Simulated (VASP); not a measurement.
# Mo (Im-3m) in VASP: notebook

Mo is run at these levels: PBE; tasks: single point, relaxation of cell and atoms.

Everything below comes from runs of VASP 6.6.1. Logs are shortened: lines on timing, memory, paths and dates and some standing lists are left out, and cuts for length are marked.

### Step 1. The cell of the first run

It takes space group Im-3m (No. 229, cubic). The conventional cell has a = 3.160 Å, b = 3.160 Å, c = 3.160 Å, α = 90.00°, β = 90.00°, γ = 90.00°. Mo (site symmetry m-3m) has 14 Mo at 2.74 to 3.16 Å within 3.6 Å.

### Step 2. Single point, PBE

INCAR

```
SYSTEM = Mo
  PREC = Accurate
  ENCUT = 520
  EDIFF = 1E-6
  ISMEAR = 0
  SIGMA = 0.1
  LREAL = .False.
  LASPH = .True.
  NELM = 80
  ALGO = Normal
  ISIF = 2
  LWAVE = .False.
  LCHARG = .False.
  GGA = PE
  NBANDS = 13
```

KPOINTS

```
Automatic mesh
0
Gamma
  18 18 18
  0 0 0
```

POSCAR

```
Mo
1.0
   -1.5802186790      1.5802186790      1.5802186790
    1.5802186790     -1.5802186790      1.5802186790
    1.5802186790      1.5802186790     -1.5802186790
Mo
1
Direct
    0.0000000000      0.0000000000      0.0000000000
```

Potentials or basis: VASP PAW PBE potentials, release 64 (Mo_sv).

Launch:

```bash
cat potpaw_PBE.64/Mo_sv/POTCAR > POTCAR
mpirun -np 1 vasp_std > vasp.out
```

OUTCAR:

```text
SYSTEM = Mo
   PREC = Accurate
   ENCUT = 520
   EDIFF = 1E-6
   ISMEAR = 0
   LREAL = .False.
   LASPH = .True.
   NELM = 80
   ISIF = 2
   GGA = PE

 ion  position               nearest neighbor table
   1  0.000  0.000  0.000-

  LATTYP: Found a body centered cubic cell.
 ALAT       =     3.1604373580

  Lattice vectors:

 A1 = (  -1.5802186790,   1.5802186790,   1.5802186790)
 A2 = (   1.5802186790,  -1.5802186790,   1.5802186790)
 A3 = (   1.5802186790,   1.5802186790,  -1.5802186790)

Analysis of symmetry for initial positions (statically):
=====================================================================
 Subroutine PRICEL returns:
 Original cell was already a primitive cell.

 Routine SETGRP: Setting up the symmetry group for a
 body centered cubic supercell.

 Subroutine GETGRP returns: Found 48 space group operations
 (whereof 48 operations were pure point group operations)
 out of a pool of 48 trial point group operations.

The static configuration has the point symmetry O_h .

Analysis of symmetry for dynamics (positions and initial velocities):
=====================================================================
 Subroutine PRICEL returns:
 Original cell was already a primitive cell.

 Routine SETGRP: Setting up the symmetry group for a
 body centered cubic supercell.

 Subroutine GETGRP returns: Found 48 space group operations
 (whereof 48 operations were pure point group operations)
 out of a pool of 48 trial point group operations.

The dynamic configuration has the point symmetry O_h .

 Subroutine INISYM returns: Found 48 space group operations
 (whereof 48 operations are pure point group operations),
 and found     1 'primitive' translations

----------------------------------------------------------------------------------------

                                     Primitive cell

  volume of cell :      15.7838

  direct lattice vectors                    reciprocal lattice vectors
    -1.580218679  1.580218679  1.580218679     0.000000000  0.316411903  0.316411903
     1.580218679 -1.580218679  1.580218679     0.316411903  0.000000000  0.316411903
     1.580218679  1.580218679 -1.580218679     0.316411903  0.316411903  0.000000000

  length of vectors
     2.737019039  2.737019039  2.737019039     0.447474005  0.447474005  0.447474005

  position of ions in fractional coordinates (direct lattice)
     0.000000000  0.000000000  0.000000000

  ion indices of the primitive-cell ions
   primitive index   ion index
                 1           1

----------------------------------------------------------------------------------------

 KPOINTS: Automatic mesh

Automatic generation of k-mesh.
 Grid dimensions read from file:
 generate k-points for:   18   18   18

 Generating k-lattice:

  Cartesian coordinates                     Fractional coordinates (reciprocal lattice)
     0.000000000  0.017578439  0.017578439     0.055555556  0.000000000  0.000000000
     0.017578439  0.000000000  0.017578439     0.000000000  0.055555556  0.000000000
     0.017578439  0.017578439  0.000000000     0.000000000  0.000000000  0.055555556

  Length of vectors
     0.024859667  0.024859667  0.024859667

  Shift w.r.t. Gamma in fractional coordinates (k-lattice)
     0.000000000  0.000000000  0.000000000

 Subroutine IBZKPT returns following result:
 ===========================================

 Found    195 irreducible k-points:

 Following reciprocal coordinates:
            Coordinates               Weight
  0.000000  0.000000  0.000000      1.000000
  0.055556  0.000000  0.000000     12.000000
  0.111111  0.000000  0.000000     12.000000
  0.166667  0.000000  0.000000     12.000000
  0.222222  0.000000  0.000000     12.000000
  0.277778  0.000000  0.000000     12.000000
[... 16 lines left out ...]
  0.333333  0.111111  0.000000     48.000000
  0.388889  0.111111  0.000000     48.000000
 [... further k-points ...]
   k-points           NKPTS =    195   k-points in BZ     NKDIM =    195   number of bands    NBANDS=     13
   number of dos      NEDOS =    301   number of ions     NIONS =      1
   total plane-waves  NPLWV =   8000
   dimension x,y,z NGX =    20 NGY =   20 NGZ =   20
   dimension x,y,z NGXF=    40 NGYF=   40 NGZF=   40
   ions per type =               1
   NGX,Y,Z   is equivalent  to a cutoff of  12.15, 12.15, 12.15 a.u.
   NGXF,Y,Z  is equivalent  to a cutoff of  24.30, 24.30, 24.30 a.u.
 SYSTEM =  Mo
   PREC   = accura    normal or accurate (medium, high low for compatibility)
   ISTART =      0    job   : 0-new  1-cont  2-samecut
   ICHARG =      2    charge: 1-file 2-atom 10-const
   ISPIN  =      1    spin polarized calculation?
   LNONCOLLINEAR =      F non collinear calculations
   LSORBIT =      F    spin-orbit coupling
   LASPH  =      T    aspherical Exc in radial PAW
   ENCUT  =  520.0 eV  38.22 Ry    6.18 a.u.   5.09  5.09  5.09*2*pi/ulx,y,z
   NELM   =     80;   NELMIN=  2; NELMDL= -5     # of ELM steps
   EDIFF  = 0.1E-05   stopping-criterion for ELM
   LREAL  =      F    real-space projection
   EDIFFG = 0.1E-04   stopping-criterion for IOM
   NSW    =      0    number of steps for IOM
   IBRION =     -1    ionic relax: 0-MD 1-quasi-New 2-CG
   NFREE  =      0    steps in history (QN), initial steepest desc. (CG)
   ISIF   =      2    stress and relaxation
   ISYM   =      2    0-nonsym 1-usesym 2-fastsym
   POTIM  = 0.5000    time-step for ionic-motion
   TEBEG  =    0.0;   TEEND  =   0.0 temperature during run
   PSTRESS=    0.0 pullay stress
   NELECT =      14.0000    total number of electrons
   NUPDOWN=      -1.0000    fix difference up-down
   EMIN   =  10.00;   EMAX   =-10.00  energy-range for DOS
   EFERMI =   0.00;   METHOD = LEGACY
   ISMEAR =     0;   SIGMA  =   0.10  broadening in eV -4-tet -1-fermi 0-gaus
   EFERMI_NEDOS =   21; number of points for ismear=-14 and -15
   IALGO  =     38    algorithm
   IMIX   =      4    mixing-type and parameters
     AMIX     =   0.40;   BMIX     =  1.00
     AMIX_MAG =   1.60;   BMIX_MAG =  1.00
  volume/ion in A,a.u.               =      15.78       106.51
  Fermi-wavevector in a.u.,A,eV,Ry     =   1.572945  2.972436 33.662954  2.474157
  Thomas-Fermi vector in A             =   2.674304
   LORBIT       =      0    0 simple, 1 ext, 2 COOP (PROOUT), +10 PAW based schemes
   GGA     = PE    functional components
   LHFCALC =     F    Hartree Fock is set to
   AEXX    =    0.0000 exact exchange contribution
   IVDW    =     0    specifies the selected vdW correction
   LEPSILON=     F    determine dielectric tensor
   LRPA    =     F    only Hartree local field effects (RPA)
 non-spin polarized calculation
 Gauss-broadening in eV      SIGMA  =   0.10
  energy-cutoff  :      520.00
  volume of cell :       15.78
 maximum number of plane-waves:       438
   NGX = 11   NGY = 11   NGZ = 11

 number of electron      14.0000004 magnetization

 Free energy of the ion-electron system (eV)
  ---------------------------------------------------
  ext. energy  EPLUGINS =         0.00000000
  ---------------------------------------------------
  free energy    TOTEN  =       -10.93495355 eV

  energy without entropy =      -10.93230148  energy(sigma->0) =      -10.93362751

 E-fermi :  12.4557     XC(G=0): -13.3359

 val. band max:       12.4361274332   @ k =   0.3889   0.1111   0.0000
 cond. band min:      12.4594051643   @ k =  -0.3889   0.4444   0.2778
 fundamental gap:      0.0232777311
 Fermi energy:        12.4556658413

 k-point     1 :       0.0000    0.0000    0.0000
  band No.  band energies     occupation
      1     -48.8418      2.00000
      2     -22.1300      2.00000
      3     -22.1300      2.00000
      4     -22.1300      2.00000
      5       5.2345      2.00000
      6      11.0926      2.00000
      7      11.0926      2.00000
      8      11.0926      2.00000
      9      14.0826      0.00000
     10      14.0826      0.00000
     11      27.2554      0.00000
     12      27.2554      0.00000
     13      27.2554      0.00000

 k-point     2 :       0.0556    0.0000    0.0000
  band No.  band energies     occupation
      1     -48.8342      2.00000
      2     -22.1738      2.00000
      3     -22.1435      2.00000
      4     -22.1303      2.00000
      5       5.3703      2.00000
      6      11.0161      2.00000
      7      11.0805      2.00000
      8      11.2192      2.00000
      9      13.9688      0.00000
     10      14.0845      0.00000
     11      27.3573      0.00000
     12      27.4837      0.00000
     13      27.5216      0.00000

 k-point     3 :       0.1111    0.0000    0.0000
  band No.  band energies     occupation
      1     -48.8125      2.00000
      2     -22.2989      2.00000
      3     -22.1823      2.00000
      4     -22.1312      2.00000
      5       5.7581      2.00000
      6      10.8037      2.00000
      7      11.0269      2.00000
      8      11.5939      2.00000
      9      13.7175      0.00000
     10      14.0954      0.00000
     11      27.5998      0.00000
     12      28.1491      0.00000
     13      28.1811      0.00000
[... 305 lines left out ...]
 k-point    23 :       0.3333    0.1111    0.0000
  band No.  band energies     occupation
      1     -48.6084      2.00000
      2     -23.3091      2.00000
      3     -22.5559      2.00000
      4     -22.1979      2.00000
      5       7.7121      2.00000
      6       9.3627      2.00000
      7      11.8103      2.00000
      8      13.8634      0.00000
      9      14.8545      0.00000
     10      16.8918      0.00000
     11      24.9993      0.00000
     12      25.8358      0.00000
     13      30.2219      0.00000

 k-point    24 :       0.3889    0.1111    0.0000
  band No.  band energies     occupation
      1     -48.5872      2.00000
      2     -23.4034      2.00000
      3     -22.6011      2.00000
      4     -22.1997      2.00000
      5       7.5801      2.00000
      6       9.2369      2.00000
      7      12.4361      1.21769
      8      13.9827      0.00000
      9      15.1013      0.00000
     10      17.7573      0.00000
     11      24.0220      0.00000
     12      25.1827      0.00000
     13      29.3158      0.00000

 [... further k-points ...]
[... 5 lines left out ...]
  --------------------------------------------------------------------------------------
  -------------------------------------------------------------------------------------
  Total        0.0504125      0.0504125      0.0504125      0.0000000     -0.0000000      0.0000000
  in kB        5.1172547      5.1172547      5.1172547      0.0000000     -0.0000000      0.0000000
  external PRESSURE =       5.1172547 kB  Pullay stress =       0.0000000 kB

 VOLUME and BASIS-vectors are now :
 -----------------------------------------------------------------------------
  energy-cutoff  :      520.00
  volume of cell :       15.78
      direct lattice vectors                 reciprocal lattice vectors
    -1.580218679  1.580218679  1.580218679     0.000000000  0.316411903  0.316411903
     1.580218679 -1.580218679  1.580218679     0.316411903  0.000000000  0.316411903
     1.580218679  1.580218679 -1.580218679     0.316411903  0.316411903  0.000000000

 POSITION                                       TOTAL-FORCE (eV/Angst)
 -----------------------------------------------------------------------------------
      0.00000      0.00000      0.00000        -0.000000     -0.000000      0.000000
 -----------------------------------------------------------------------------------
    total drift:                                0.000000     -0.000000      0.000000

  FREE ENERGIE OF THE ION-ELECTRON SYSTEM (eV)
  ---------------------------------------------------
  free  energy   TOTEN  =       -10.9349535496 eV

  energy  without entropy=      -10.9323014803  energy(sigma->0) =      -10.93362751
```

Wall time 18 s (1 thread of Intel Xeon 6975P-C, shared host); peak memory 0.15 GiB.

Results:

- Free energy: -10.9350 eV
- Pressure: 0.5 GPa
- Band gap on the k mesh: zero (band 7 reaches 16.36 eV, above the bottom of band 8 at 11.09 eV)

### Step 3. Relaxation of cell and atoms, PBE

INCAR

```
PREC     = Accurate       # precision mode
ENCUT    = 600            # plane-wave cutoff, eV
EDIFF    = 1E-7           # SCF threshold, eV
ISMEAR   = 0              # smearing method
SIGMA    = 0.1            # smearing width, eV
LREAL    = False          # projectors in reciprocal space
LASPH    = True           # aspherical terms in the spheres
NELM     = 100            # most SCF steps
ALGO     = Normal         # electronic algorithm
ISIF     = 3              # what is computed and relaxed
LWAVE    = False          # write WAVECAR
LCHARG   = False          # write CHGCAR
GGA      = PE             # functional
IBRION   = 2              # ionic algorithm
NSW      = 100            # ionic steps
EDIFFG   = -0.01          # ionic threshold
```

KPOINTS

```
Automatic mesh
0
Gamma
  18 18 18
```

POSCAR

```
Mo
1.0
   -1.5803556816      1.5803556816      1.5803556816
    1.5803556816     -1.5803556816      1.5803556816
    1.5803556816      1.5803556816     -1.5803556816
Mo
1
Direct
    0.0000000000      0.0000000000      0.0000000000
```

Potentials or basis: VASP PAW PBE potentials, release 64 (Mo_sv).

Launch:

```bash
cat potpaw_PBE.64/Mo_sv/POTCAR > POTCAR
mpirun -np 1 vasp_std > vasp.out
```

Run time: 52 s. Hardware: 1 thread of Intel Xeon 6975P-C, shared host; peak memory 0.17 GiB.

The run converged. Its results:

```
Free energy                            : -10.9351 eV
Relaxed volume                         : 15.81 Å³/atom
Relaxed cell                           : a = 2.738 Å, b = 2.738 Å, c = 2.738 Å, α = 109.47°, β = 109.47°, γ = 109.47°
Space group after relaxing (to 0.05 Å) : Im-3m (No. 229)
Energy gained by relaxing              : 0.0 meV/atom
Ionic steps                            : 3
Pressure after relaxing                : 0.0 GPa
Band gap on the k mesh                 : zero (band 7 reaches 16.33 eV, above the bottom of band 8 at 11.07 eV)
```

Final structure:
```
Mo
1.0
    -1.58101    1.58101    1.58101
     1.58101   -1.58101    1.58101
     1.58101    1.58101   -1.58101
Mo
1
Direct
  0.00000 0.00000 0.00000
```

Levels at points of the mesh, in eV from the Fermi level:
| k point | band 4 | band 5 | band 6 | band 7 | band 8 | band 9 | band 10 | band 11 |
| --- | --- | --- | --- | --- | --- | --- | --- | --- |
| (0.00, 0.00, 0.00) | -34.59 | -7.22 | -1.36 | -1.36 | -1.36 | 1.62 | 1.62 | 14.80 |
| (0.50, 0.00, 0.00) | -34.60 | -5.27 | -3.37 | 1.57 | 1.65 | 2.27 | 4.65 | 11.46 |
| (0.50, 0.50, 0.50) | -35.52 | -5.37 | -5.37 | 3.90 | 3.90 | 3.90 | 8.96 | 8.96 |

### Step 4. Single point, PBE

This run uses another cell than the first one, of 15.89 Å³/atom, 1.007 times its volume.

INCAR

```
PREC     = Accurate       # precision mode
ENCUT    = 500            # plane-wave cutoff, eV
EDIFF    = 1E-6           # SCF threshold, eV
ISMEAR   = 0              # smearing method
SIGMA    = 0.1            # smearing width, eV
LREAL    = F              # projectors in reciprocal space
LASPH    = T              # aspherical terms in the spheres
NELM     = 120            # most SCF steps
ALGO     = Normal         # electronic algorithm
ISIF     = 2              # what is computed and relaxed
LWAVE    = F              # write WAVECAR
LCHARG   = F              # write CHGCAR
GGA      = PE             # functional
NBANDS   = 13             # bands
GGA_COMPAT= F
```

KPOINTS

```
Automatic mesh
0
Gamma
  8 8 8
```

POSCAR

```
Mo
1.0
   -1.5838089719      1.5838089719      1.5838089719
    1.5838089719     -1.5838089719      1.5838089719
    1.5838089719      1.5838089719     -1.5838089719
Mo
1
Direct
    0.0000000000      0.0000000000      0.0000000000
```

Launch:

```bash
cat potpaw_PBE.64/Mo_sv/POTCAR > POTCAR
mpirun -np 1 vasp_std > vasp.out
```

It took 4.8 s on 1 thread of Intel Xeon Platinum 8559C (Emerald Rapids), shared host; peak memory 0.12 GiB.

Results (log left out):

* Free energy: -10.9153 eV
* Pressure: -0.5 GPa
* Band gap on the k mesh: zero (band 7 reaches 16.21 eV, above the bottom of band 8 at 10.99 eV)

Levels at points of the mesh, in eV from the Fermi level:
| k point | band 3 | band 4 | band 5 | band 6 | band 7 | band 8 | band 9 | band 10 | band 11 | band 12 |
| --- | --- | --- | --- | --- | --- | --- | --- | --- | --- | --- |
| (0.00, 0.00, 0.00) | -34.47 | -34.47 | -7.06 | -1.21 | -1.21 | -1.21 | 1.75 | 1.75 | 14.93 | 14.93 |
| (0.50, 0.00, 0.00) | -34.89 | -34.48 | -5.10 | -3.20 | 1.69 | 1.77 | 2.38 | 4.74 | 11.51 | 12.05 |
| (0.50, 0.50, 0.50) | -35.39 | -35.39 | -5.19 | -5.19 | 4.00 | 4.00 | 4.00 | 9.06 | 9.06 | 9.06 |

### Step 5. Single point, PBE

INCAR

```
SYSTEM = Mo
  PREC = Accurate
  ENCUT = 500
  EDIFF = 1E-6
  ISMEAR = 0
  SIGMA = 0.1
  LREAL = .False.
  LASPH = .True.
  NELM = 120
  ALGO = Normal
  ISIF = 2
  LWAVE = .False.
  LCHARG = .False.
  GGA = PE
  NBANDS = 13
  GGA_COMPAT = .False.
```

KPOINTS

```
regular mesh
0
Gamma
  18 18 18
  0 0 0
```

POSCAR

```
Mo
1.0
   -1.5803011104      1.5803011104      1.5803011104
    1.5803011104     -1.5803011104      1.5803011104
    1.5803011104      1.5803011104     -1.5803011104
Mo
1
Direct
    0.0000000000      0.0000000000      0.0000000000
```

Launch:

```bash
cat potpaw_PBE.64/Mo_sv/POTCAR > POTCAR
mpirun -np 1 vasp_std > vasp.out
```

It took 20 s on 1 thread of Intel Xeon Platinum 8559C (Emerald Rapids), shared host; peak memory 0.15 GiB.

The run converged. Its results:

* Free energy: -10.9350 eV
* Pressure: 0.5 GPa
* Band gap on the k mesh: zero (band 7 reaches 16.36 eV, above the bottom of band 8 at 11.09 eV)

Levels at points of the mesh, in eV from the Fermi level:
| k point | band 4 | band 5 | band 6 | band 7 | band 8 | band 9 | band 10 | band 11 |
| --- | --- | --- | --- | --- | --- | --- | --- | --- |
| (0.00, 0.00, 0.00) | -34.59 | -7.22 | -1.36 | -1.36 | -1.36 | 1.63 | 1.63 | 14.80 |
| (0.50, 0.00, 0.00) | -34.60 | -5.28 | -3.37 | 1.57 | 1.65 | 2.27 | 4.66 | 11.48 |
| (0.50, 0.50, 0.50) | -35.52 | -5.38 | -5.38 | 3.91 | 3.91 | 3.91 | 8.97 | 8.97 |

### Step 6. Overview

| task | cell | k mesh | cutoff (eV) | gap on the mesh (eV) | pressure (GPa) |
| --- | --- | --- | --- | --- | --- |
| single point | a = 2.737 Å, angles 109.5°, 1 atom | 18 × 18 × 18 | 520 | none | 0.5 |
| relaxation of cell and atoms | relaxed from a = 2.737 Å, angles 109.5°, 1 atom | 18 × 18 × 18 | 600 | none | 0.0 |
| single point | a = 2.743 Å, angles 109.5°, 1 atom | 8 × 8 × 8 | 500 | none | -0.5 |
| single point | a = 2.737 Å, angles 109.5°, 1 atom | 18 × 18 × 18 | 500 | none | 0.5 |

Alike in all rows: level PBE; potentials or basis VASP PAW PBE potentials, release 64 (Mo_sv); no spin polarisation; smearing gaussian 0.1 eV.

Absolute energies hang on the potentials; compare differences alone.
